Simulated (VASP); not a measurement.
# Al4CoNi3 (P4/mmm) in VASP: notebook

Al4CoNi3 is run at these levels: PBE; tasks: single point.

Everything below comes from runs of VASP 6.6.1. Logs are shortened: lines on timing, memory, paths and dates and some standing lists are left out, and cuts for length are marked.

## Step 1: The cell of the first run

Symmetry: P4/mmm, No. 123, tetragonal system. Conventional cell: a = 2.816 Å, b = 2.816 Å, c = 11.373 Å, α = 90.00°, β = 90.00°, γ = 90.00°. Within 3.2 Å of Al (site symmetry 4mm) lie 4 Co at 2.43 Å and 4 Ni at 2.45 Å and 6 Al at 2.79 to 2.86 Å. Al (site symmetry 4mm) has 8 Ni at 2.45 to 2.46 Å and 6 Al at 2.82 to 2.86 Å within 3.2 Å. Ni (site symmetry 4mm) has 8 Al at 2.45 to 2.46 Å and 5 Ni at 2.82 to 2.87 Å and 1 Co at 2.82 Å within 3.2 Å. Ni (site symmetry 4/mmm) has 8 Al at 2.45 Å and 6 Ni at 2.82 to 2.87 Å within 3.2 Å. Co (site symmetry 4/mmm) has 8 Al at 2.43 Å and 4 Co at 2.82 Å and 2 Ni at 2.82 Å within 3.2 Å.

## Step 2: Single point, PBE, collinear spin, ferromagnetic start (11.28 Å³/atom)

Contents of INCAR:

```
SYSTEM = Al4CoNi3
PREC     = Accurate       ! precision mode
ENCUT    = 520            ! plane-wave cutoff, eV
EDIFF    = 1E-6           ! SCF threshold, eV
ISMEAR   = 0              ! smearing method
SIGMA    = 0.1            ! smearing width, eV
LREAL    = .False.        ! projectors in reciprocal space
LASPH    = .True.         ! aspherical terms in the spheres
NELM     = 150            ! most SCF steps
ALGO     = Fast           ! electronic algorithm
ISIF     = 2              ! what is computed and relaxed
LWAVE    = .False.        ! write WAVECAR
LCHARG   = .False.        ! write CHGCAR
ISPIN    = 2              ! spin polarisation
MAGMOM   = 0 0 0 0 0 0 0 0.37 ! initial moments
LORBIT   = 11             ! projections on sites
LMAXMIX  = 4              ! l up to which the mixer works
GGA      = PE             ! functional
NBANDS   = 40             ! bands
KPAR     = 4
```

Contents of KPOINTS:

```
Automatic mesh
0
Gamma
  14 14 4
  0 0 0
```

Contents of POSCAR:

```
Al4CoNi3
1.0
    2.8163660413      0.0000000000      0.0000000000
    0.0000000000      2.8163660413      0.0000000000
    0.0000000000      0.0000000000     11.3730817079
Al Ni Co
4 3 1
Direct
    0.0000000000      0.0000000000      0.6227696001
    0.0000000000      0.0000000000      0.8744152180
    0.0000000000      0.0000000000      0.1255847820
    0.0000000000      0.0000000000      0.3772303999
    0.5000000000      0.5000000000      0.7478973568
    0.5000000000      0.5000000000      0.0000000000
    0.5000000000      0.5000000000      0.2521026432
    0.5000000000      0.5000000000      0.5000000000
```

Potentials or basis: VASP PAW PBE potentials, release 64 (Al, Ni, Co).

On the command line:

```sh
cat potpaw_PBE.64/Al/POTCAR potpaw_PBE.64/Ni/POTCAR potpaw_PBE.64/Co/POTCAR > POTCAR
mpirun -np 4 vasp_std > vasp.out
```

OUTCAR:

```text
SYSTEM = Al4CoNi3
   PREC = Accurate
   ENCUT = 520
   EDIFF = 1E-6
   ISMEAR = 0
   LREAL = .False.
   LASPH = .True.
   NELM = 150
   ISIF = 2
   ISPIN = 2
   LORBIT = 11
   GGA = PE

 ion  position               nearest neighbor table
   1  0.000  0.000  0.623-   8 2.43   8 2.43   8 2.43   8 2.43   5 2.45   5 2.45   5 2.45   5 2.45
                             4 2.79   2 2.86
   2  0.000  0.000  0.874-   6 2.45   6 2.45   6 2.45   6 2.45   5 2.46   5 2.46   5 2.46   5 2.46
                             3 2.86   1 2.86
   3  0.000  0.000  0.126-   6 2.45   6 2.45   6 2.45   6 2.45   7 2.46   7 2.46   7 2.46   7 2.46
                             2 2.86   4 2.86
   4  0.000  0.000  0.377-   8 2.43   8 2.43   8 2.43   8 2.43   7 2.45   7 2.45   7 2.45   7 2.45
                             1 2.79   3 2.86
   5  0.500  0.500  0.748-   1 2.45   1 2.45   1 2.45   1 2.45   2 2.46   2 2.46   2 2.46   2 2.46
                             8 2.82   6 2.87
   6  0.500  0.500  0.000-   2 2.45   3 2.45   2 2.45   3 2.45   2 2.45   3 2.45   2 2.45   3 2.45
                             5 2.87   7 2.87
   7  0.500  0.500  0.252-   4 2.45   4 2.45   4 2.45   4 2.45   3 2.46   3 2.46   3 2.46   3 2.46
                             8 2.82   6 2.87
   8  0.500  0.500  0.500-   1 2.43   4 2.43   1 2.43   4 2.43   1 2.43   4 2.43   1 2.43   4 2.43
                             5 2.82   7 2.82

  LATTYP: Found a simple tetragonal cell.
 ALAT       =     2.8163660413
 C/A-ratio  =     4.0382114900

  Lattice vectors:

 A1 = (   2.8163660413,   0.0000000000,   0.0000000000)
 A2 = (   0.0000000000,   2.8163660413,   0.0000000000)
 A3 = (   0.0000000000,   0.0000000000,  11.3730817079)

Analysis of symmetry for initial positions (statically):
=====================================================================
 Subroutine PRICEL returns:
 Original cell was already a primitive cell.

 Routine SETGRP: Setting up the symmetry group for a
 simple tetragonal supercell.

 Subroutine GETGRP returns: Found 16 space group operations
 (whereof 16 operations were pure point group operations)
 out of a pool of 16 trial point group operations.

The static configuration has the point symmetry D_4h.

Analysis of symmetry for dynamics (positions and initial velocities):
=====================================================================
 Subroutine PRICEL returns:
 Original cell was already a primitive cell.

 Routine SETGRP: Setting up the symmetry group for a
 simple tetragonal supercell.

 Subroutine GETGRP returns: Found 16 space group operations
 (whereof 16 operations were pure point group operations)
 out of a pool of 16 trial point group operations.

The dynamic configuration has the point symmetry D_4h.

[... 173 lines left out ...]

  energy without entropy =      -43.35299414  energy(sigma->0) =      -43.36398912

 E-fermi :  10.8466     XC(G=0): -12.3474

 val. band max:       10.8368760295   @ k =   0.2143   0.1429   0.5000
 cond. band min:      10.8537732711   @ k =   0.3571   0.0714   0.2500
 fundamental gap:      0.0168972416
 Fermi energy:        10.8465976336

 spin component 1

 k-point     1 :       0.0000    0.0000    0.0000
  band No.  band energies     occupation
      1      -0.6468      1.00000
      2       0.4996      1.00000
      3       0.5494      1.00000
      4       3.6866      1.00000
      5       3.7989      1.00000
      6       6.9592      1.00000
[... 949 lines left out ...]
     36      18.5756      0.00000
     37      19.0530      0.00000

 [... further k-points ...]

 spin component 2

 k-point     1 :       0.0000    0.0000    0.0000
  band No.  band energies     occupation
      1      -0.6468      1.00000
      2       0.4996      1.00000
      3       0.5494      1.00000
      4       3.6866      1.00000
      5       3.7989      1.00000
      6       6.9592      1.00000
[... 949 lines left out ...]
     36      18.5756      0.00000
     37      19.0529      0.00000

 [... further k-points ...]

 [bands above 37 left out]

------------------------ aborting loop because EDIFF is reached ----------------------------------------

  FORCE on cell =-STRESS in cart. coord.  units (eV):
  Direction    XX          YY          ZZ          XY          YZ          ZX
  --------------------------------------------------------------------------------------
  -------------------------------------------------------------------------------------
  Total        6.3792196      6.3792196      6.4410471      0.0000000      0.0000000      0.0000000
  in kB      113.2978787    113.2978787    114.3959628      0.0000000      0.0000000      0.0000000
  external PRESSURE =     113.6639067 kB  Pullay stress =       0.0000000 kB

 VOLUME and BASIS-vectors are now :
 -----------------------------------------------------------------------------
  energy-cutoff  :      520.00
  volume of cell :       90.21
      direct lattice vectors                 reciprocal lattice vectors
     2.816366041  0.000000000  0.000000000     0.355067482  0.000000000  0.000000000
     0.000000000  2.816366041  0.000000000     0.000000000  0.355067482  0.000000000
     0.000000000  0.000000000 11.373081708     0.000000000  0.000000000  0.087926916

 POSITION                                       TOTAL-FORCE (eV/Angst)
 -----------------------------------------------------------------------------------
      0.00000      0.00000      7.08281        -0.000000     -0.000000      0.022859
      0.00000      0.00000      9.94480         0.000000     -0.000000     -0.001947
      0.00000      0.00000      1.42829         0.000000      0.000000      0.001947
      0.00000      0.00000      4.29027        -0.000000     -0.000000     -0.022859
      1.40818      1.40818      8.50590        -0.000000      0.000000     -0.005557
      1.40818      1.40818      0.00000        -0.000000      0.000000      0.000000
      1.40818      1.40818      2.86718        -0.000000      0.000000      0.005557
      1.40818      1.40818      5.68654        -0.000000      0.000000      0.000000
 -----------------------------------------------------------------------------------
    total drift:                                0.000000     -0.000000     -0.000000

  FREE ENERGIE OF THE ION-ELECTRON SYSTEM (eV)
  ---------------------------------------------------
  free  energy   TOTEN  =       -43.3749841027 eV

  energy  without entropy=      -43.3529941396  energy(sigma->0) =      -43.36398912

 total charge

# of ion       s       p       d       tot
------------------------------------------
    1        0.395   0.443   0.000   0.839
    2        0.389   0.438   0.000   0.827
    3        0.389   0.438   0.000   0.827
    4        0.395   0.443   0.000   0.839
    5        0.497   0.564   8.497   9.558
    6        0.498   0.561   8.506   9.565
    7        0.497   0.564   8.497   9.558
    8        0.454   0.545   7.539   8.538
--------------------------------------------------
tot          3.516   3.997  33.039  40.551

 magnetization (x)

# of ion       s       p       d       tot
------------------------------------------
    1        0.000  -0.000   0.000   0.000
    2        0.000   0.000   0.000   0.000
    3        0.000   0.000   0.000   0.000
    4        0.000  -0.000   0.000   0.000
    5       -0.000  -0.000  -0.000  -0.000
    6       -0.000   0.000   0.000   0.000
    7       -0.000  -0.000  -0.000  -0.000
    8       -0.000   0.000  -0.001  -0.001
--------------------------------------------------
tot         -0.000   0.000  -0.001  -0.001
```

stdout:

```text
POSCAR found type information on POSCAR AlNiCo
 POSCAR found :  3 types and       8 ions
 scaLAPACK will be used
 LDA part: xc-table for (Slater+PW92), standard interpolation
 POSCAR, INCAR and KPOINTS ok, starting setup
 FFT: planning ... GRIDC
 FFT: planning ... GRID_SOFT
 FFT: planning ... GRID
 WAVECAR not read
 entering main loop
```

Wall time 8.8 min (4 MPI ranks of Oxide Virtual Turin-like, shared host); peak memory 0.66 GiB.

What came out:

```
Free energy                                           : -43.3750 eV
Pressure                                              : 11.4 GPa
Largest force                                         : 0.023 eV/Å
Net moment                                            : 0.00 μB per cell
Valence electrons inside the program's atomic spheres : Al 0.84, 0.83 (each value once); Ni 9.56; Co 8.54
```

Forces in eV/Å, atoms in the order of the input:
```
Al   0.000  0.000  0.023
Al   0.000  0.000 -0.002
Al   0.000  0.000  0.002
Al   0.000  0.000 -0.023
Ni   0.000  0.000 -0.006
Ni   0.000  0.000  0.000
Ni   0.000  0.000  0.006
Co   0.000  0.000  0.000
```

Stress tensor (GPa, compression positive):
```
11.33  0.00  0.00
 0.00 11.33  0.00
 0.00  0.00 11.44
```

Levels at points of the mesh, in eV from the Fermi level:
Spin up:
| k point | band 23 | band 24 | band 25 | band 26 | band 27 | band 28 |
| --- | --- | --- | --- | --- | --- | --- |
| (0.00, 0.00, 0.00) | -1.24 | -0.85 | -0.55 | 0.86 | 1.15 | 5.62 |
| (0.50, 0.00, 0.00) | -1.72 | -1.10 | -0.98 | -0.71 | -0.65 | 0.03 |
| (0.50, 0.50, 0.00) | -0.33 | -0.24 | -0.18 | -0.18 | 1.72 | 1.79 |
| (0.00, 0.00, 0.50) | -1.26 | -0.85 | -0.49 | -0.03 | 3.41 | 3.53 |
| (0.50, 0.00, 0.50) | -1.67 | -1.11 | -0.86 | -0.78 | -0.64 | 0.04 |
| (0.50, 0.50, 0.50) | -1.03 | -0.24 | 1.11 | 1.11 | 1.13 | 1.13 |
Spin down:
```
           k point  band 21  band 22  band 23  band 24  band 25  band 26  band 27  band 28  band 29  band 30
(0.00, 0.00, 0.00)    -1.55    -1.24    -1.24    -0.85    -0.55     0.86     1.15     5.62     5.96     5.96
(0.50, 0.00, 0.00)    -1.92    -1.72    -1.72    -1.10    -0.98    -0.71    -0.65     0.03     1.79     2.91
(0.50, 0.50, 0.00)    -0.83    -0.33    -0.33    -0.25    -0.18    -0.18     1.72     1.79     2.07     2.07
(0.00, 0.00, 0.50)    -1.55    -1.26    -1.26    -0.85    -0.49    -0.03     3.41     3.53     6.32     6.32
(0.50, 0.00, 0.50)    -2.00    -1.72    -1.67    -1.11    -0.86    -0.78    -0.64     0.04     2.52     2.91
(0.50, 0.50, 0.50)    -1.07    -1.07    -1.03    -0.25     1.11     1.11     1.13     1.13     1.72     1.81
```

Caveat: the cell stands under pressure.

## Step 3: Single point, PBE, collinear spin, ferromagnetic start (12.36 Å³/atom)

This run uses another cell than the first one, of 12.36 Å³/atom.

Contents of INCAR:

```
SYSTEM = Al4CoNi3
ALGO = Normal ; EDIFF = 1E-6
ENCUT = 520 ; GGA = PE
ISIF = 2 ; ISMEAR = 0
ISPIN = 2 ; KPAR = 4
LASPH = .True. ; LCHARG = .True.
LMAXMIX = 4 ; LORBIT = 11
LREAL = .False. ; LVHAR = .True.
LWAVE = .False. ; MAGMOM = 0 0 0 0 0 0 0 0.37
NBANDS = 40 ; NELM = 150
PREC = Accurate ; SIGMA = 0.1
```

Contents of KPOINTS:

```
k-points
0
Gamma
  14 14 4
  0 0 0
```

Contents of POSCAR:

```
Al4CoNi3
1.0
    2.9069501147      0.0000000000      0.0000000000
    0.0000000000      2.9069501147      0.0000000000
    0.0000000000      0.0000000000     11.6974331133
Al Ni Co
4 3 1
Direct
    0.0000000000      0.0000000000      0.6216915857
    0.0000000000      0.0000000000      0.8742949635
    0.0000000000      0.0000000000      0.1257050365
    0.0000000000      0.0000000000      0.3783084143
    0.5000000000      0.5000000000      0.7475208542
    0.5000000000      0.5000000000      0.0000000000
    0.5000000000      0.5000000000      0.2524791458
    0.5000000000      0.5000000000      0.5000000000
```

Potentials or basis: VASP PAW PBE potentials, release 64 (Al, Ni, Co).

On the command line:

```sh
cat potpaw_PBE.64/Al/POTCAR potpaw_PBE.64/Ni/POTCAR potpaw_PBE.64/Co/POTCAR > POTCAR
mpirun -np 4 vasp_std > vasp.out
```

It took 6.2 min on 4 MPI ranks of Oxide Virtual Turin-like, shared host; peak memory 0.68 GiB.

It converged, with:

* Free energy: -43.5202 eV
* Pressure: -4.7 GPa
* Largest force: 0.097 eV/Å
* Net moment: 0.00 μB per cell
* Valence electrons inside the program's atomic spheres: Al 0.79, 0.78 (each value once); Ni 9.39, 9.40 (each value once); Co 8.38

Forces on the atoms (eV/Å):
```
Al   0.000  0.000  0.097
Al   0.000  0.000 -0.011
Al   0.000  0.000  0.011
Al   0.000  0.000 -0.097
Ni   0.000  0.000 -0.024
Ni   0.000  0.000  0.000
Ni   0.000  0.000  0.024
Co   0.000  0.000  0.000
```

Stress tensor (GPa, compression positive):
```
-4.77  0.00  0.00
 0.00 -4.77  0.00
 0.00  0.00 -4.41
```

Levels at points of the mesh, in eV from the Fermi level:
Spin up:
| k point | band 21 | band 22 | band 23 | band 24 | band 25 | band 26 | band 27 | band 28 | band 29 | band 30 |
| --- | --- | --- | --- | --- | --- | --- | --- | --- | --- | --- |
| (0.00, 0.00, 0.00) | -1.37 | -1.09 | -1.09 | -0.76 | -0.49 | 0.77 | 1.04 | 5.31 | 5.51 | 5.51 |
| (0.50, 0.00, 0.00) | -1.68 | -1.53 | -1.51 | -0.96 | -0.86 | -0.64 | -0.60 | 0.00 | 1.61 | 2.47 |
| (0.50, 0.50, 0.00) | -0.73 | -0.26 | -0.26 | -0.23 | -0.07 | -0.07 | 1.55 | 1.68 | 2.07 | 2.13 |
| (0.00, 0.00, 0.50) | -1.37 | -1.11 | -1.11 | -0.76 | -0.45 | -0.03 | 3.19 | 3.34 | 5.87 | 5.87 |
| (0.50, 0.00, 0.50) | -1.75 | -1.53 | -1.47 | -0.97 | -0.77 | -0.69 | -0.59 | 0.02 | 2.34 | 2.70 |
| (0.50, 0.50, 0.50) | -0.95 | -0.94 | -0.91 | -0.23 | 1.14 | 1.14 | 1.18 | 1.18 | 1.55 | 1.71 |
Spin down:
```tsv
k point	band 22	band 23	band 24	band 25	band 26	band 27	band 28	band 29
(0.00, 0.00, 0.00)	-1.10	-1.10	-0.76	-0.49	0.77	1.04	5.31	5.51
(0.50, 0.00, 0.00)	-1.54	-1.51	-0.96	-0.86	-0.64	-0.60	0.00	1.61
(0.50, 0.50, 0.00)	-0.26	-0.26	-0.23	-0.07	-0.07	1.55	1.68	2.07
(0.00, 0.00, 0.50)	-1.11	-1.11	-0.76	-0.45	-0.03	3.19	3.34	5.87
(0.50, 0.00, 0.50)	-1.54	-1.47	-0.97	-0.77	-0.69	-0.59	0.02	2.34
(0.50, 0.50, 0.50)	-0.94	-0.91	-0.23	1.14	1.14	1.18	1.18	1.55
```

Caveat: the cell stands under tension.
